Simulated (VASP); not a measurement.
# Pd (Fm-3m) in VASP: settings compared

Pd is run at these levels: PBE, BLYP; tasks: single point.

Everything below comes from runs of VASP 6.6.1. Logs are shortened: lines on timing, memory, paths and dates and some standing lists are left out, and cuts for length are marked.

## Step 1: The cell of the first run

It takes space group Fm-3m (No. 225, cubic). Conventional cell: a = 3.893 Å, b = 3.893 Å, c = 3.893 Å, α = 90.00°, β = 90.00°, γ = 90.00°. Pd (site symmetry m-3m) has 12 Pd at 2.75 Å within 3.6 Å.

## Step 2: Single point, PBE

File INCAR:

```
SYSTEM = Pd
PREC = Accurate
ENCUT = 520
EDIFF = 1E-7
ISMEAR = -1
SIGMA = 0.02
LREAL = .False.
LASPH = .True.
NELM = 80
ALGO = Fast
ISIF = 2
LWAVE = .False.
LCHARG = .False.
GGA = PE
NBANDS = 11
```

File KPOINTS:

```
regular mesh
0
Gamma
  7 7 7
  0 0 0
```

File POSCAR:

```
Pd
1.0
    0.0000000000      1.9465000000      1.9465000000
    1.9465000000      0.0000000000      1.9465000000
    1.9465000000      1.9465000000      0.0000000000
Pd
1
Direct
    0.0000000000      0.0000000000      0.0000000000
```

Potentials or basis: VASP PAW PBE potentials, release 64 (Pd).

Run with:

```
cat potpaw_PBE.64/Pd/POTCAR > POTCAR
mpirun -np 1 vasp_std > vasp.out
```

OUTCAR:

```text
SYSTEM = Pd
   PREC = Accurate
   ENCUT = 520
   EDIFF = 1E-7
   ISMEAR = -1
   LREAL = .False.
   LASPH = .True.
   NELM = 80
   ISIF = 2
   GGA = PE

 ion  position               nearest neighbor table
   1  0.000  0.000  0.000-

  LATTYP: Found a face centered cubic cell.
 ALAT       =     3.8930000000

  Lattice vectors:

 A1 = (   0.0000000000,   1.9465000000,   1.9465000000)
 A2 = (   1.9465000000,   0.0000000000,   1.9465000000)
 A3 = (   1.9465000000,   1.9465000000,   0.0000000000)

Analysis of symmetry for initial positions (statically):
[... 33 lines left out ...]
                                     Primitive cell

  volume of cell :      14.7500

  direct lattice vectors                    reciprocal lattice vectors
     0.000000000  1.946500000  1.946500000    -0.256871307  0.256871307  0.256871307
     1.946500000  0.000000000  1.946500000     0.256871307 -0.256871307  0.256871307
     1.946500000  1.946500000  0.000000000     0.256871307  0.256871307 -0.256871307

  length of vectors
     2.752766699  2.752766699  2.752766699     0.444914156  0.444914156  0.444914156

  position of ions in fractional coordinates (direct lattice)
     0.000000000  0.000000000  0.000000000

  ion indices of the primitive-cell ions
   primitive index   ion index
                 1           1

----------------------------------------------------------------------------------------

 KPOINTS: regular mesh

Automatic generation of k-mesh.
 Grid dimensions read from file:
 generate k-points for:    7    7    7

 Generating k-lattice:

  Cartesian coordinates                     Fractional coordinates (reciprocal lattice)
    -0.036695901  0.036695901  0.036695901     0.142857143  0.000000000  0.000000000
     0.036695901 -0.036695901  0.036695901     0.000000000  0.142857143  0.000000000
     0.036695901  0.036695901 -0.036695901     0.000000000  0.000000000  0.142857143

  Length of vectors
     0.063559165  0.063559165  0.063559165

  Shift w.r.t. Gamma in fractional coordinates (k-lattice)
     0.000000000  0.000000000  0.000000000

 Subroutine IBZKPT returns following result:
 ===========================================

 Found     20 irreducible k-points:

 Following reciprocal coordinates:
            Coordinates               Weight
  0.000000  0.000000  0.000000      1.000000
  0.142857  0.000000  0.000000      8.000000
  0.285714  0.000000  0.000000      8.000000
  0.428571  0.000000  0.000000      8.000000
  0.142857  0.142857  0.000000      6.000000
  0.285714  0.142857  0.000000     24.000000
[... 12 lines left out ...]
 -0.428571  0.428571  0.142857     24.000000
 -0.285714  0.428571  0.142857     24.000000
   k-points           NKPTS =     20   k-points in BZ     NKDIM =     20   number of bands    NBANDS=     11
   number of dos      NEDOS =    301   number of ions     NIONS =      1
   total plane-waves  NPLWV =   8000
   dimension x,y,z NGX =    20 NGY =   20 NGZ =   20
   dimension x,y,z NGXF=    40 NGYF=   40 NGZF=   40
   ions per type =               1
   NGX,Y,Z   is equivalent  to a cutoff of  12.08, 12.08, 12.08 a.u.
   NGXF,Y,Z  is equivalent  to a cutoff of  24.16, 24.16, 24.16 a.u.
 SYSTEM =  Pd
   PREC   = accura    normal or accurate (medium, high low for compatibility)
   ISTART =      0    job   : 0-new  1-cont  2-samecut
   ICHARG =      2    charge: 1-file 2-atom 10-const
   ISPIN  =      1    spin polarized calculation?
   LNONCOLLINEAR =      F non collinear calculations
   LSORBIT =      F    spin-orbit coupling
   LASPH  =      T    aspherical Exc in radial PAW
   ENCUT  =  520.0 eV  38.22 Ry    6.18 a.u.   5.12  5.12  5.12*2*pi/ulx,y,z
   NELM   =     80;   NELMIN=  2; NELMDL= -5     # of ELM steps
   EDIFF  = 0.1E-06   stopping-criterion for ELM
   LREAL  =      F    real-space projection
   EDIFFG = 0.1E-05   stopping-criterion for IOM
   NSW    =      0    number of steps for IOM
   IBRION =     -1    ionic relax: 0-MD 1-quasi-New 2-CG
   NFREE  =      0    steps in history (QN), initial steepest desc. (CG)
   ISIF   =      2    stress and relaxation
   ISYM   =      2    0-nonsym 1-usesym 2-fastsym
   POTIM  = 0.5000    time-step for ionic-motion
   TEBEG  =    0.0;   TEEND  =   0.0 temperature during run
   PSTRESS=    0.0 pullay stress
   NELECT =      10.0000    total number of electrons
   NUPDOWN=      -1.0000    fix difference up-down
   EMIN   =  10.00;   EMAX   =-10.00  energy-range for DOS
   EFERMI =   0.00;   METHOD = LEGACY
   ISMEAR =    -1;   SIGMA  =   0.02  broadening in eV -4-tet -1-fermi 0-gaus
   EFERMI_NEDOS =   21; number of points for ismear=-14 and -15
   IALGO  =     68    algorithm
   IMIX   =      4    mixing-type and parameters
     AMIX     =   0.40;   BMIX     =  1.00
     AMIX_MAG =   1.60;   BMIX_MAG =  1.00
  volume/ion in A,a.u.               =      14.75        99.54
  Fermi-wavevector in a.u.,A,eV,Ry     =   1.438171  2.717748 28.141404  2.068335
  Thomas-Fermi vector in A             =   2.557167
   LORBIT       =      0    0 simple, 1 ext, 2 COOP (PROOUT), +10 PAW based schemes
   GGA     = PE    functional components
   LHFCALC =     F    Hartree Fock is set to
   AEXX    =    0.0000 exact exchange contribution
   IVDW    =     0    specifies the selected vdW correction
   LEPSILON=     F    determine dielectric tensor
   LRPA    =     F    only Hartree local field effects (RPA)
 non-spin polarized calculation
 RMM-DIIS sequential band-by-band and
  energy-cutoff  :      520.00
  volume of cell :       14.75
 maximum number of plane-waves:       411
   NGX = 11   NGY = 11   NGZ = 11

 number of electron      10.0000000 magnetization

 number of electron       9.9999999 magnetization

 Free energy of the ion-electron system (eV)
  ---------------------------------------------------
  ext. energy  EPLUGINS =         0.00000000
  ---------------------------------------------------
  free energy    TOTEN  =        -5.21237619 eV

  energy without entropy =       -5.20655386  energy(sigma->0) =       -5.20946502

 E-fermi :   9.8598     XC(G=0): -13.1755

 val. band max:        9.8423647811   @ k =   0.4286   0.2857   0.0000
 cond. band min:       9.8772421504   @ k =  -0.2857   0.4286   0.1429
 fundamental gap:      0.0348773693
 Fermi energy:         9.8597750161

 k-point     1 :       0.0000    0.0000    0.0000
  band No.  band energies     occupation
      1       2.6456      2.00000
      2       6.9807      2.00000
      3       6.9807      2.00000
      4       6.9807      2.00000
      5       8.6027      2.00000
      6       8.6027      2.00000
      7      26.9703      0.00000
      8      31.7564      0.00000
      9      31.7564      0.00000
     10      31.7564      0.00000
     11      36.9784      0.00000

 k-point     2 :       0.1429    0.0000    0.0000
  band No.  band energies     occupation
      1       3.3488      2.00000
      2       6.7771      2.00000
      3       7.1921      2.00000
      4       7.1921      2.00000
      5       8.5305      2.00000
      6       8.5305      2.00000
      7      27.3858      0.00000
      8      28.6163      0.00000
      9      32.5490      0.00000
     10      32.5490      0.00000
     11      36.5986      0.00000

 k-point     3 :       0.2857    0.0000    0.0000
  band No.  band energies     occupation
      1       4.5243      2.00000
      2       7.2283      2.00000
      3       7.2283      2.00000
      4       7.3062      2.00000
      5       8.9304      2.00000
      6       8.9304      2.00000
      7      23.0159      0.00000
      8      27.7399      0.00000
      9      33.2780      0.00000
     10      33.2780      0.00000
     11      35.9780      0.00000

 k-point     4 :       0.4286    0.0000    0.0000
  band No.  band energies     occupation
      1       4.5446      2.00000
      2       6.9786      2.00000
      3       6.9786      2.00000
      4       9.6766      1.99979
      5       9.6766      1.99979
      6      10.0190      0.00070
      7      18.1679      0.00000
      8      26.5194      0.00000
      9      31.2516      0.00000
     10      31.2516      0.00000
     11      36.9494      0.00000

 k-point     5 :       0.1429    0.1429    0.0000
  band No.  band energies     occupation
      1       3.5848      2.00000
      2       6.4808      2.00000
      3       7.4228      2.00000
      4       7.4228      2.00000
      5       8.1191      2.00000
      6       8.8095      2.00000
      7      27.9807      0.00000
      8      29.6589      0.00000
      9      30.7722      0.00000
     10      30.7722      0.00000
     11      36.2806      0.00000
[... 155 lines left out ...]
 k-point    17 :       0.4286    0.2857    0.1429
  band No.  band energies     occupation
      1       5.6484      2.00000
      2       5.8538      2.00000
      3       6.8650      2.00000
      4       8.6057      2.00000
      5       8.6240      2.00000
      6      10.9382      0.00000
      7      23.8235      0.00000
      8      24.4753      0.00000
      9      27.8689      0.00000
     10      32.4225      0.00000
     11      34.7379      0.00000

 k-point    18 :      -0.4286    0.2857    0.1429
  band No.  band energies     occupation
      1       5.6414      2.00000
      2       6.1256      2.00000
      3       6.9203      2.00000
      4       8.1896      2.00000
      5       9.5429      2.00000
      6      14.0015      0.00000
      7      18.8979      0.00000
      8      24.2074      0.00000
      9      25.6965      0.00000
     10      31.8734      0.00000
     11      35.9987      0.00000

 k-point    19 :      -0.4286    0.4286    0.1429
  band No.  band energies     occupation
      1       5.1194      2.00000
      2       5.3505      2.00000
      3       7.8230      2.00000
      4       9.1400      2.00000
      5       9.8853      0.43631
      6      14.5192      0.00000
      7      21.5365      0.00000
      8      21.7725      0.00000
      9      22.5549      0.00000
     10      32.8524      0.00000
     11      34.6735      0.00000

 k-point    20 :      -0.2857    0.4286    0.1429
  band No.  band energies     occupation
      1       5.4950      2.00000
      2       6.0320      2.00000
      3       6.9187      2.00000
      4       8.5521      2.00000
      5       9.8772      0.58911
      6      17.5453      0.00000
      7      18.2035      0.00000
      8      20.6706      0.00000
      9      23.4929      0.00000
     10      33.0770      0.00000
     11      36.7797      0.00000

------------------------ aborting loop because EDIFF is reached ----------------------------------------

  FORCE on cell =-STRESS in cart. coord.  units (eV):
  Direction    XX          YY          ZZ          XY          YZ          ZX
  --------------------------------------------------------------------------------------
  -------------------------------------------------------------------------------------
  Total        0.6875377      0.6875377      0.6875377      0.0000000     -0.0000000     -0.0000000
  in kB       74.6816467     74.6816467     74.6816467      0.0000000     -0.0000000     -0.0000000
  external PRESSURE =      74.6816467 kB  Pullay stress =       0.0000000 kB

 VOLUME and BASIS-vectors are now :
 -----------------------------------------------------------------------------
  energy-cutoff  :      520.00
  volume of cell :       14.75
      direct lattice vectors                 reciprocal lattice vectors
     0.000000000  1.946500000  1.946500000    -0.256871307  0.256871307  0.256871307
     1.946500000  0.000000000  1.946500000     0.256871307 -0.256871307  0.256871307
     1.946500000  1.946500000  0.000000000     0.256871307  0.256871307 -0.256871307

 POSITION                                       TOTAL-FORCE (eV/Angst)
 -----------------------------------------------------------------------------------
      0.00000      0.00000      0.00000        -0.000000     -0.000000     -0.000000
 -----------------------------------------------------------------------------------
    total drift:                                0.000000      0.000000      0.000000

  FREE ENERGIE OF THE ION-ELECTRON SYSTEM (eV)
  ---------------------------------------------------
  free  energy   TOTEN  =        -5.2123761909 eV

  energy  without entropy=       -5.2065538589  energy(sigma->0) =       -5.20946502
```

It took 3.2 s on 1 thread of Intel Xeon Platinum 8559C (Emerald Rapids), shared host; peak memory 0.12 GiB.

What came out:

- Free energy: -5.2124 eV
- Pressure: 7.5 GPa
- Band gap on the k mesh: zero (band 5 reaches 9.97 eV, above the bottom of band 6 at 8.53 eV)

Levels at points of the mesh, in eV from the Fermi level:
```tsv
k point	band 1	band 2	band 3	band 4	band 5	band 6	band 7	band 8	band 9	band 10
(0.00, 0.00, 0.00)	-7.21	-2.88	-2.88	-2.88	-1.26	-1.26	17.11	21.90	21.90	21.90
```

Caveat: the k points lie up to 0.40 Å⁻¹ apart.

## Step 3: Single point, BLYP, non-collinear spin, typed start

File INCAR:

```
SYSTEM = Pd
AGGAC    = 1.0          
AGGAX    = 1.0          
ALDAC    = 0.0          
ALDAX    = 1.0          
ALGO     = Normal         ! electronic algorithm
EDIFF    = 1E-6           ! SCF threshold, eV
ENCUT    = 520            ! plane-wave cutoff, eV
GGA      = B5             ! functional
ISIF     = 2              ! what is computed and relaxed
ISMEAR   = 0              ! smearing method
LASPH    = .TRUE.         ! aspherical terms in the spheres
LCHARG   = .FALSE.        ! write CHGCAR
LMAXMIX  = 4              ! l up to which the mixer works
LNONCOLLINEAR= .TRUE.         ! non-collinear magnetism
LORBIT   = 11             ! projections on sites
LREAL    = .FALSE.        ! projectors in reciprocal space
LWAVE    = .FALSE.        ! write WAVECAR
MAGMOM   = 0.5 0 0        ! initial moments
NBANDS   = 21             ! bands
NELM     = 150            ! most SCF steps
PREC     = Accurate       ! precision mode
SIGMA    = 0.025          ! smearing width, eV
```

File KPOINTS:

```
k-points
0
G
  9 9 9
  0 0 0
```

POSCAR is that of step 2.

Potentials or basis: VASP PAW PBE potentials, release 64 (Pd).

Run with:

```
cat potpaw_PBE.64/Pd/POTCAR > POTCAR
mpirun -np 1 vasp_ncl > vasp.out
```

Run time: 52 s. Hardware: 1 thread of Intel Xeon Platinum 8559C (Emerald Rapids), shared host; peak memory 0.19 GiB.

The run converged. Its results:

| Quantity | Value |
| --- | --- |
| Free energy | -4.2994 eV |
| Pressure | 18.0 GPa |
| Band gap on the k mesh | zero (band 10 reaches 10.46 eV, above the bottom of band 11 at 8.96 eV) |
| Net moment | 0.00 μB per cell |
| Valence electrons inside the program's atomic spheres | Pd 9.47 |

Levels at points of the mesh, in eV from the Fermi level:
| k point | band 7 | band 8 | band 9 | band 10 | band 11 | band 12 | band 13 | band 14 |
| --- | --- | --- | --- | --- | --- | --- | --- | --- |
| (0.00, 0.00, 0.00) | -2.81 | -2.81 | -1.21 | -1.21 | -1.21 | -1.21 | 17.58 | 17.58 |

Moments on the atoms (μB; x, y, z):
```
Pd  0.00 0.00 0.00
```

Caveat: the PAW data sets were made with another functional, which shifts forces and pressure a little.
